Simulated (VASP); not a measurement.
# TePb (Pm-3m) in VASP: further runs

TePb is run at these levels: PBEsol, PBE; tasks: single point.

Everything below comes from runs of VASP 6.6.1. Logs are shortened: lines on timing, memory, paths and dates and some standing lists are left out, and cuts for length are marked.

### 1 The cell of the first run

The structure is cubic, space group Pm-3m (No. 221). Conventional cell: a = 4.002 Å, b = 4.002 Å, c = 4.002 Å, α = 90.00°, β = 90.00°, γ = 90.00°. Te (site symmetry m-3m) has 8 Pb at 3.47 Å and 6 Te at 4.00 Å within 4.6 Å. Within 4.6 Å of Pb (site symmetry m-3m) lie 8 Te at 3.47 Å and 6 Pb at 4.00 Å.

### 2 Single point, PBEsol

Contents of INCAR:

```
PREC = Accurate
ENCUT = 500
EDIFF = 1E-6
ISMEAR = 0
SIGMA = 0.1
LREAL = False
LASPH = True
NELM = 120
ALGO = Normal
ISIF = 2
LWAVE = False
LCHARG = False
GGA = PS
NBANDS = 17
GGA_COMPAT = False
```

Contents of KPOINTS:

```
Automatic mesh
0
Gamma
  1 1 1
```

Contents of POSCAR:

```
TePb
1.0
    4.0022870000      0.0000000000      0.0000000000
    0.0000000000      4.0022870000      0.0000000000
    0.0000000000      0.0000000000      4.0022870000
Te Pb
1 1
Direct
    0.5000000000      0.5000000000      0.5000000000
    0.0000000000      0.0000000000      0.0000000000
```

Potentials or basis: VASP PAW PBE potentials, release 64 (Te, Pb_d).

On the command line:

```console
$ cat potpaw_PBE.64/Te/POTCAR potpaw_PBE.64/Pb_d/POTCAR > POTCAR
$ mpirun -np 1 vasp_gam > vasp.out
```

OUTCAR:

```text
PREC = Accurate
   ENCUT = 500
   EDIFF = 1E-6
   ISMEAR = 0
   LREAL = False
   LASPH = True
   NELM = 120
   ISIF = 2
   GGA = PS

 ion  position               nearest neighbor table
   1  0.500  0.500  0.500-   2 3.47   2 3.47   2 3.47   2 3.47   2 3.47   2 3.47   2 3.47   2 3.47

   2  0.000  0.000  0.000-   1 3.47   1 3.47   1 3.47   1 3.47   1 3.47   1 3.47   1 3.47   1 3.47

  LATTYP: Found a simple cubic cell.
 ALAT       =     4.0022870000

  Lattice vectors:

 A1 = (   4.0022870000,   0.0000000000,   0.0000000000)
 A2 = (   0.0000000000,   4.0022870000,   0.0000000000)
 A3 = (   0.0000000000,   0.0000000000,   4.0022870000)

Analysis of symmetry for initial positions (statically):
=====================================================================
 Subroutine PRICEL returns:
 Original cell was already a primitive cell.

 Routine SETGRP: Setting up the symmetry group for a
 simple cubic supercell.

 Subroutine GETGRP returns: Found 48 space group operations
 (whereof 48 operations were pure point group operations)
 out of a pool of 48 trial point group operations.

The static configuration has the point symmetry O_h .

Analysis of symmetry for dynamics (positions and initial velocities):
=====================================================================
 Subroutine PRICEL returns:
 Original cell was already a primitive cell.

 Routine SETGRP: Setting up the symmetry group for a
 simple cubic supercell.

 Subroutine GETGRP returns: Found 48 space group operations
 (whereof 48 operations were pure point group operations)
 out of a pool of 48 trial point group operations.

The dynamic configuration has the point symmetry O_h .

 Subroutine INISYM returns: Found 48 space group operations
 (whereof 48 operations are pure point group operations),
 and found     1 'primitive' translations

----------------------------------------------------------------------------------------

                                     Primitive cell

  volume of cell :      64.1098

  direct lattice vectors                    reciprocal lattice vectors
     4.002287000  0.000000000  0.000000000     0.249857144  0.000000000  0.000000000
     0.000000000  4.002287000  0.000000000     0.000000000  0.249857144  0.000000000
     0.000000000  0.000000000  4.002287000     0.000000000  0.000000000  0.249857144

  length of vectors
     4.002287000  4.002287000  4.002287000     0.249857144  0.249857144  0.249857144

  position of ions in fractional coordinates (direct lattice)
     0.500000000  0.500000000  0.500000000
     0.000000000  0.000000000  0.000000000

  ion indices of the primitive-cell ions
   primitive index   ion index
                 1           1
                 2           2

----------------------------------------------------------------------------------------

 KPOINTS: Automatic mesh

Automatic generation of k-mesh.
 Grid dimensions read from file:
 generate k-points for:    1    1    1

 Generating k-lattice:

  Cartesian coordinates                     Fractional coordinates (reciprocal lattice)
     0.249857144  0.000000000  0.000000000     1.000000000  0.000000000  0.000000000
     0.000000000  0.249857144  0.000000000     0.000000000  1.000000000  0.000000000
     0.000000000  0.000000000  0.249857144     0.000000000  0.000000000  1.000000000

  Length of vectors
     0.249857144  0.249857144  0.249857144

  Shift w.r.t. Gamma in fractional coordinates (k-lattice)
     0.000000000  0.000000000  0.000000000

 Subroutine IBZKPT returns following result:
 ===========================================

 Found      1 irreducible k-points:

 Following reciprocal coordinates:
            Coordinates               Weight
  0.000000  0.000000  0.000000      1.000000
   k-points           NKPTS =      1   k-points in BZ     NKDIM =      1   number of bands    NBANDS=     17
   number of dos      NEDOS =    301   number of ions     NIONS =      2
   total plane-waves  NPLWV =  27000
   dimension x,y,z NGX =    30 NGY =   30 NGZ =   30
   dimension x,y,z NGXF=    60 NGYF=   60 NGZF=   60
   ions per type =               1   1
   NGX,Y,Z   is equivalent  to a cutoff of  12.46, 12.46, 12.46 a.u.
   NGXF,Y,Z  is equivalent  to a cutoff of  24.92, 24.92, 24.92 a.u.
 SYSTEM =  unknown system
   PREC   = accura    normal or accurate (medium, high low for compatibility)
   ISTART =      0    job   : 0-new  1-cont  2-samecut
   ICHARG =      2    charge: 1-file 2-atom 10-const
   ISPIN  =      1    spin polarized calculation?
   LNONCOLLINEAR =      F non collinear calculations
   LSORBIT =      F    spin-orbit coupling
   LASPH  =      T    aspherical Exc in radial PAW
   ENCUT  =  500.0 eV  36.75 Ry    6.06 a.u.   7.30  7.30  7.30*2*pi/ulx,y,z
   NELM   =    120;   NELMIN=  2; NELMDL= -5     # of ELM steps
   EDIFF  = 0.1E-05   stopping-criterion for ELM
   LREAL  =      F    real-space projection
   EDIFFG = 0.1E-04   stopping-criterion for IOM
   NSW    =      0    number of steps for IOM
   IBRION =     -1    ionic relax: 0-MD 1-quasi-New 2-CG
   NFREE  =      0    steps in history (QN), initial steepest desc. (CG)
   ISIF   =      2    stress and relaxation
   ISYM   =      2    0-nonsym 1-usesym 2-fastsym
   POTIM  = 0.5000    time-step for ionic-motion
   TEBEG  =    0.0;   TEEND  =   0.0 temperature during run
   PSTRESS=    0.0 pullay stress
   NELECT =      20.0000    total number of electrons
   NUPDOWN=      -1.0000    fix difference up-down
   EMIN   =  10.00;   EMAX   =-10.00  energy-range for DOS
   EFERMI =   0.00;   METHOD = LEGACY
   ISMEAR =     0;   SIGMA  =   0.10  broadening in eV -4-tet -1-fermi 0-gaus
   EFERMI_NEDOS =   21; number of points for ismear=-14 and -15
   IALGO  =     38    algorithm
   IMIX   =      4    mixing-type and parameters
     AMIX     =   0.40;   BMIX     =  1.00
     AMIX_MAG =   1.60;   BMIX_MAG =  1.00
  volume/ion in A,a.u.               =      32.05       216.32
  Fermi-wavevector in a.u.,A,eV,Ry     =   1.110307  2.098177 16.773027  1.232783
  Thomas-Fermi vector in A             =   2.246857
   LORBIT       =      0    0 simple, 1 ext, 2 COOP (PROOUT), +10 PAW based schemes
   GGA     = PS    functional components
   LHFCALC =     F    Hartree Fock is set to
   AEXX    =    0.0000 exact exchange contribution
   IVDW    =     0    specifies the selected vdW correction
   LEPSILON=     F    determine dielectric tensor
   LRPA    =     F    only Hartree local field effects (RPA)
 non-spin polarized calculation
 Gauss-broadening in eV      SIGMA  =   0.10
  energy-cutoff  :      500.00
  volume of cell :       64.11
 maximum number of plane-waves:       824
 NGX is ok and might be reduce to    30
   NGX = 15   NGY = 15   NGZ = 15

 number of electron      20.0000009 magnetization

 Free energy of the ion-electron system (eV)
  ---------------------------------------------------
  ext. energy  EPLUGINS =         0.00000000
  ---------------------------------------------------
  free energy    TOTEN  =        -5.47985394 eV

  energy without entropy =       -5.47985394  energy(sigma->0) =       -5.47985394

 E-fermi :   5.3658     XC(G=0):  -9.6534

 val. band max:        4.8024269368   @ k =   0.0000   0.0000   0.0000
 cond. band min:      10.4694086987   @ k =   0.0000   0.0000   0.0000
 fundamental gap:      5.6669817620
 Fermi energy:         5.3657626383

 k-point     1 :       0.0000    0.0000    0.0000
  band No.  band energies     occupation
      1     -10.7610      2.00000
      2     -10.7610      2.00000
      3     -10.6443      2.00000
      4     -10.6443      2.00000
      5     -10.6443      2.00000
      6      -5.7408      2.00000
[... 9 lines left out ...]
     16      16.4749      0.00000
     17      17.3614      0.00000

------------------------ aborting loop because EDIFF is reached ----------------------------------------

  FORCE on cell =-STRESS in cart. coord.  units (eV):
  Direction    XX          YY          ZZ          XY          YZ          ZX
  --------------------------------------------------------------------------------------
  -------------------------------------------------------------------------------------
  Total        1.4992164      1.4992164      1.4992164     -0.0000000      0.0000000     -0.0000000
  in kB       37.4671113     37.4671113     37.4671113     -0.0000000      0.0000000     -0.0000000
  external PRESSURE =      37.4671113 kB  Pullay stress =       0.0000000 kB

 VOLUME and BASIS-vectors are now :
 -----------------------------------------------------------------------------
  energy-cutoff  :      500.00
  volume of cell :       64.11
      direct lattice vectors                 reciprocal lattice vectors
     4.002287000  0.000000000  0.000000000     0.249857144  0.000000000  0.000000000
     0.000000000  4.002287000  0.000000000     0.000000000  0.249857144  0.000000000
     0.000000000  0.000000000  4.002287000     0.000000000  0.000000000  0.249857144

 POSITION                                       TOTAL-FORCE (eV/Angst)
 -----------------------------------------------------------------------------------
      2.00114      2.00114      2.00114         0.000000      0.000000      0.000000
      0.00000      0.00000      0.00000         0.000000      0.000000      0.000000
 -----------------------------------------------------------------------------------
    total drift:                                0.000000     -0.000000     -0.000000

  FREE ENERGIE OF THE ION-ELECTRON SYSTEM (eV)
  ---------------------------------------------------
  free  energy   TOTEN  =        -5.4798539402 eV

  energy  without entropy=       -5.4798539402  energy(sigma->0) =       -5.47985394
```

It took 6.6 s on 1 thread of Intel Xeon 8259CL, shared host; peak memory 0.16 GiB.

Results:

```yaml
Free_energy: -5.4799 eV
Pressure: 3.7 GPa
Band_gap_on_the_k_mesh: 5.67 eV
```

Caveat: the k points lie up to 1.57 Å⁻¹ apart; the PAW data sets were made with another functional, which shifts forces and pressure a little; spin-orbit coupling is left out, which moves the levels of the heavy elements. A k mesh can miss the band edges.

### 3 Single point, PBE

Contents of INCAR:

```
ALGO     = Normal         # electronic algorithm
EDIFF    = 1E-6           # SCF threshold, eV
ENCUT    = 500            # plane-wave cutoff, eV
GGA      = PE             # functional
GGA_COMPAT= False        
ISIF     = 2              # what is computed and relaxed
ISMEAR   = 0              # smearing method
ISYM     = 0            
LASPH    = True           # aspherical terms in the spheres
LCHARG   = False          # write CHGCAR
LREAL    = False          # projectors in reciprocal space
LWAVE    = False          # write WAVECAR
NBANDS   = 17             # bands
NELM     = 120            # most SCF steps
PREC     = Accurate       # precision mode
SIGMA    = 0.1            # smearing width, eV
```

Contents of KPOINTS:

```
k-points
0
Gamma
  1 1 1
```

POSCAR is that of step 2.

Potentials or basis: VASP PAW PBE potentials, release 64 (Te, Pb_d).

On the command line:

```console
$ cat potpaw_PBE.64/Te/POTCAR potpaw_PBE.64/Pb_d/POTCAR > POTCAR
$ mpirun -np 1 vasp_gam > vasp.out
```

It took 7.7 s on 1 thread of Intel Xeon 8259CL, shared host; peak memory 0.15 GiB.

It converged, with:

* Free energy: -4.8104 eV
* Pressure: 6.3 GPa
* Band gap on the k mesh: 5.82 eV

Levels at points of the mesh, in eV from the valence-band top:
| k point | band 7 | band 8 | band 9 | band 10 | band 11 | band 12 | band 13 | band 14 |
| --- | --- | --- | --- | --- | --- | --- | --- | --- |
| (0.00, 0.00, 0.00) | -5.14 | 0.00 | 0.00 | 0.00 | 5.82 | 5.82 | 6.81 | 6.81 |

Caveat: the k points lie up to 1.57 Å⁻¹ apart; spin-orbit coupling is left out, which moves the levels of the heavy elements. A k mesh can miss the band edges.
